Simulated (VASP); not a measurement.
Runs of VASP 6.6.1 on Rb. Symmetry: Im-3m, No. 229, cubic system. The conventional cell has a = 5.582 Å, b = 5.582 Å, c = 5.582 Å, α = 90.00°, β = 90.00°, γ = 90.00°. 

```csv
level,grid for exact exchange (PRECFOCK),share of exact exchange,screening parameter,gap on the mesh (eV),pressure (GPa)
r2SCAN,-,-,-,none,(a)
PBEsol,-,-,-,none,0.0
HSE06,Normal,0.25,0.2079 1/Å,none,0.2
PBE,-,-,-,none,0.2
```

Alike in all rows: task single point; potentials or basis VASP PAW PBE potentials, release 64 (Rb_sv); no spin polarisation; cell as given; k mesh 6 × 6 × 6; cutoff (eV) 520; smearing fermi-dirac 0.05 eV.

Question: Fill in the values left out.

Answer: (a) 0.3.

Caveats: the PAW data sets were made with another functional, which shifts forces and pressure a little (at least some runs).

A k mesh can miss the band edges, and the runs leave out spin-orbit coupling on Rb.

A gap of «none» marks levels without a gap at the run's occupations.
